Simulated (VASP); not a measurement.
# Ge in VASP: further runs, part 2 of 2

VASP 6.6.1. The steps go on from the part before.

## Step 4: Single point, PBE+D3(BJ)

INCAR

```
PREC = Accurate
ENCUT = 520
EDIFF = 1E-6
ISMEAR = 0
SIGMA = 0.1
LREAL = F
LASPH = T
NELM = 80
ALGO = Normal
ISIF = 2
LWAVE = F
LCHARG = F
LDIPOL = T
IDIPOL = 3
DIPOL = 0.5 0.5 0.500
GGA = PE
IVDW = 12
NBANDS = 21
```

KPOINTS

```
Automatic mesh
0
Gamma
  12 12 1
```

POSCAR

```
Ge
1.0
    4.1590000000      0.0000000000      0.0000000000
   -2.0795000000      3.6017996543      0.0000000000
    0.0000000000      0.0000000000     28.0000000000
Ge
2
Direct
    0.3333333333      0.6666666667      0.5130892857
    0.6666666667      0.3333333333      0.4869107143
```

Potentials or basis: VASP PAW PBE potentials, release 64 (Ge_d).

Launch:

```
cat potpaw_PBE.64/Ge_d/POTCAR > POTCAR
mpirun -np 1 vasp_std > vasp.out
```

OUTCAR:

```text
PREC = Accurate
   ENCUT = 520
   EDIFF = 1E-6
   ISMEAR = 0
   LREAL = F
   LASPH = T
   NELM = 80
   ISIF = 2
   GGA = PE
   IVDW = 12
 IVDW          = 12

 ion  position               nearest neighbor table
   1  0.333  0.667  0.513-   2 2.51   2 2.51   2 2.51
   2  0.667  0.333  0.487-   1 2.51   1 2.51   1 2.51

  LATTYP: Found a hexagonal cell.
 ALAT       =     4.1590000000
 C/A-ratio  =     6.7323875932

  Lattice vectors:

 A1 = (   4.1590000000,   0.0000000000,   0.0000000000)
[... 640 lines left out ...]

 Edisp (eV)   -0.28809

 E8    (eV) :    -0.1377

  FORCE on cell =-STRESS in cart. coord.  units (eV):
  Direction    XX          YY          ZZ          XY          YZ          ZX
  --------------------------------------------------------------------------------------
  -------------------------------------------------------------------------------------
  Total      -1.87371    -1.87371    -0.24357     0.00000     0.00000     0.00000
  in kB      -7.15727    -7.15727    -0.93038     0.00000     0.00000     0.00000
  external pressure =       -5.08 kB  Pullay stress =        0.00 kB

 VOLUME and BASIS-vectors are now :
 -----------------------------------------------------------------------------
  energy-cutoff  :      520.00
  volume of cell :      419.44
      direct lattice vectors                 reciprocal lattice vectors
     4.159000000  0.000000000  0.000000000     0.240442414  0.138819492  0.000000000
    -2.079500000  3.601799654  0.000000000     0.000000000  0.277638985  0.000000000
     0.000000000  0.000000000 28.000000000     0.000000000  0.000000000  0.035714286

 POSITION                                       TOTAL-FORCE (eV/Angst)
 -----------------------------------------------------------------------------------
     -0.00000      2.40120     14.36650         0.000000     -0.000000     -0.317293
      2.07950      1.20060     13.63350        -0.000000      0.000000      0.317293
 -----------------------------------------------------------------------------------
    total drift:                               -0.000000      0.000000      0.000000

  FREE ENERGIE OF THE ION-ELECTRON SYSTEM (eV)
  ---------------------------------------------------
  free  energy   TOTEN  =        -8.3111265516 eV

  energy  without entropy=       -8.3095487935  energy(sigma->0) =       -8.31033767

 vacuum level on the upper side and lower side of the slab         0.988         0.988
```

OSZICAR:

```text
N       E                     dE             d eps       ncg     rms          rms(c)
DAV:   1     0.149197302305E+03    0.14920E+03   -0.13722E+04   950   0.125E+03
DAV:   2     0.696470034258E+01   -0.14223E+03   -0.13887E+03  1100   0.242E+02
DAV:   3    -0.752812134205E+01   -0.14493E+02   -0.14454E+02  1044   0.100E+02
DAV:   4    -0.812825353584E+01   -0.60013E+00   -0.59966E+00  1033   0.243E+01
[... 12 lines left out ...]
DAV:  17    -0.802302343014E+01   -0.20586E-04   -0.94788E-07   767   0.929E-03    0.466E-04
DAV:  18    -0.802302962998E+01   -0.61998E-05   -0.96465E-08   847   0.211E-03    0.384E-04
DAV:  19    -0.802303747044E+01   -0.78405E-05   -0.27502E-07   754   0.246E-03    0.184E-04
DAV:  20    -0.802303883993E+01   -0.13695E-05   -0.25984E-08   756   0.217E-03    0.981E-05
DAV:  21    -0.802303927845E+01   -0.43852E-06   -0.39476E-09   637   0.619E-04
   1 F= -.83111266E+01 E0= -.83103377E+01  d E =-.157776E-02
```

Wall time 6 min (1 thread of Intel Xeon 8259CL, shared host); peak memory 0.55 GiB.

What came out:

* Free energy: -8.3111 eV
* Largest force: 0.317 eV/Å
* Band gap on the k mesh: zero (filled and empty bands touch)
* Dispersion energy per atom: -0.144 eV

Forces on the atoms (eV/Å):
```
Ge   0.000  0.000 -0.317
Ge   0.000  0.000  0.317
```

Levels at points of the mesh, in eV from the Fermi level:
| k point | band 12 | band 13 | band 14 | band 15 | band 16 | band 17 |
| --- | --- | --- | --- | --- | --- | --- |
| (0.00, 0.00, 0.00) | -3.59 | -0.42 | -0.42 | 0.19 | 2.26 | 3.72 |
| (0.50, 0.00, 0.00) | -7.18 | -1.80 | -1.12 | 0.67 | 1.61 | 5.31 |

## Step 5: Single point, PBE+D3(BJ)

INCAR

```
SYSTEM = Ge
ALGO = Normal
DIPOL = 0.5 0.5 0.500
EDIFF = 1E-7
ENCUT = 520
GGA = PE
IDIPOL = 3
ISIF = 2
ISMEAR = 0
IVDW = 12
LASPH = .True.
LCHARG = .False.
LDIPOL = .True.
LREAL = .False.
LWAVE = .False.
NBANDS = 21
NELM = 100
PREC = Accurate
SIGMA = 0.1
```

KPOINTS

```
k-points
0
Gamma
  12 12 1
  0 0 0
```

POSCAR

```
Ge
1.0
    4.1590000000      0.0000000000      0.0000000000
   -2.0795000000      3.6017996543      0.0000000000
    0.0000000000      0.0000000000     28.0000000000
Ge
2
Direct
    0.3333333333      0.6666666667      0.5183214286
    0.6666666667      0.3333333333      0.4816785714
```

Launch:

```
cat potpaw_PBE.64/Ge_d/POTCAR > POTCAR
mpirun -np 1 vasp_std > vasp.out
```

It took 6.2 min on 1 thread of Intel Xeon 8259CL, shared host; peak memory 0.55 GiB.

It converged, with:

```
Free energy                : -8.0412 eV
Largest force              : 1.434 eV/Å
Band gap on the k mesh     : zero (bands 14 and 15 overlap by 0.48 eV)
Dispersion energy per atom : -0.147 eV
```

Forces on the atoms (eV/Å):
```
Ge   0.000  0.000 -1.434
Ge   0.000  0.000  1.434
```

Levels at points of the mesh, in eV from the Fermi level:
| k point | band 10 | band 11 | band 12 | band 13 | band 14 | band 15 | band 16 | band 17 | band 18 | band 19 |
| --- | --- | --- | --- | --- | --- | --- | --- | --- | --- | --- |
| (0.00, 0.00, 0.00) | -24.19 | -10.34 | -4.30 | 0.13 | 0.13 | 0.95 | 1.45 | 3.78 | 3.78 | 4.05 |
| (0.50, 0.00, 0.00) | -24.16 | -8.54 | -6.88 | -1.46 | -1.23 | 0.21 | 2.05 | 4.54 | 5.63 | 5.96 |

## Step 6: Summary

```tsv
cell	gap on the mesh (eV)	largest force (eV/Å)
as given, atomic positions A	none	0.33
as given, atomic positions B	none	0.49
as given, atomic positions C	none	0.32
as given, atomic positions D	none	1.43
```

Alike in all rows: task single point; level PBE+D3(BJ); potentials or basis VASP PAW PBE potentials, release 64 (Ge_d); no spin polarisation; k mesh 12 × 12 × 1; cutoff (eV) 520; smearing gaussian 0.1 eV.

Total energies depend on the potentials used, so only differences within one code and one set of settings carry meaning.
